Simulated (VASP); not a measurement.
# Si4N: single point with PBE+D3(BJ)

Si4N, a slab with vacuum:

```
CELL_PARAMETERS angstrom
3.83334 0.00000 0.00000
0.00000 3.83334 0.00000
0.00000 0.00000 21.10348
ATOMIC_POSITIONS crystal
Si 0.00000 0.50000 0.18954
Si 0.00000 0.00000 0.25376
Si 0.50000 0.00000 0.32071
Si 0.50000 0.50000 0.38399
N 0.50000 0.75000 0.52614
```

```json
{"Program": "VASP 6.6.1", "Task": "single point", "Functional": "PBE", "Dispersion": "D3(BJ)", "Potentials or basis": "VASP PAW PBE potentials, release 64 (Si, N)", "Cutoff": "520 eV", "k mesh": "7 × 7 × 1", "Occupations": "gaussian, width 0.05 eV", "Spin": "collinear spin, ferromagnetic start", "Starting moments": "[0.0, 0.0, 0.0, 0.0, 3.0] μB", "Dipole correction": "yes", "Further INCAR settings": "ALGO = Normal; EDIFF = 1e-07; NBANDS = 22"}
```

| Quantity | Value |
| --- | --- |
| Largest force | 0.412 eV/Å |
| Net moment | 2.63 μB per cell |
| Site moments | Si -0.00, -0.01, -0.06 (each value once); N +1.86 μB |
| Valence electrons inside the program's atomic spheres | Si 1.58, 1.67, 1.57 (each value once); N 3.27 |
| Dispersion energy per atom | -0.198 eV |

Forces on the atoms (eV/Å):
```
Si   0.000  0.015  0.057
Si   0.000  0.011  0.062
Si   0.000 -0.045  0.047
Si   0.000  0.127  0.232
N    0.000 -0.107 -0.398
```

Levels at points of the mesh, in eV from the Fermi level:
Spin up:
```tsv
k point	band 9	band 10	band 11	band 12	band 13	band 14	band 15	band 16
(0.00, 0.00, 0.00)	-1.69	-1.31	-0.55	0.63	1.34	1.85	2.00	3.09
```
Spin down:
| k point | band 5 | band 6 | band 7 | band 8 | band 9 | band 10 | band 11 | band 12 | band 13 | band 14 |
| --- | --- | --- | --- | --- | --- | --- | --- | --- | --- | --- |
| (0.00, 0.00, 0.00) | -1.97 | -1.76 | -1.71 | -0.59 | 0.15 | 1.31 | 1.53 | 1.82 | 1.92 | 2.06 |

Run time: 5.1 min on 1 thread of AMD EPYC 9R14 (Zen 4) (shared host), peak memory 0.53 GiB.
